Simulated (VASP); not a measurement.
Input of a VASP 6.6.1 run:

File INCAR:

```
SYSTEM = Ge2P
PREC = Accurate
ENCUT = 600
EDIFF = 1E-7
ISMEAR = 0
SIGMA = 0.1
LREAL = .FALSE.
LASPH = .TRUE.
NELM = 60
ALGO = Normal
ISIF = 3
LWAVE = .FALSE.
LCHARG = .FALSE.
GGA = PE
IBRION = 2
NSW = 90
EDIFFG = -0.04
```

File KPOINTS:

```
Automatic mesh
0
G
  4 4 6
  0 0 0
```

POSCAR

```
Ge2P
1.0
    4.9567852845      0.0000000000      0.0000000000
    0.0000000000      4.9567852845      0.0000000000
    0.0000000000      0.0000000000      2.6708990463
Ge P
2 1
Direct
    0.0000000000      0.5000000000      0.0000000000
    0.5000000000      0.0000000000      0.0000000000
    0.0000000000      0.0000000000      0.0000000000
```

Potentials or basis: VASP PAW PBE potentials, release 64 (Ge_d, P).

The run is started by

```bash
$ cat potpaw_PBE.64/Ge_d/POTCAR potpaw_PBE.64/P/POTCAR > POTCAR
$ mpirun -np 1 vasp_std > vasp.out
```

Question: What does it give for the relaxed volume?

Answer: 21.68 Å³/atom.

Question: Estimate the space group after relaxing (to 0.1 Å).

Answer: P4/mmm (No. 123).

Question: What does it give for the relaxed cell?

Answer: a = 5.144 Å, b = 5.144 Å, c = 2.458 Å, α = 90.00°, β = 90.00°, γ = 90.00°.

Question: Estimate the band gap on the k mesh.

Answer: Zero (an odd number of electrons rules out a gap without spin polarisation).

Final structure:
```
CELL_PARAMETERS angstrom
5.14371 0.00000 0.00000
0.00000 5.14371 0.00000
0.00000 0.00000 2.45811
ATOMIC_POSITIONS crystal
Ge 0.00000 0.50000 0.00000
Ge 0.50000 0.00000 0.00000
P 0.00000 0.00000 0.00000
```

Caveat: the k points lie up to 0.43 Å⁻¹ apart in the final cell, too coarse for converged energies and pressures of a metal.
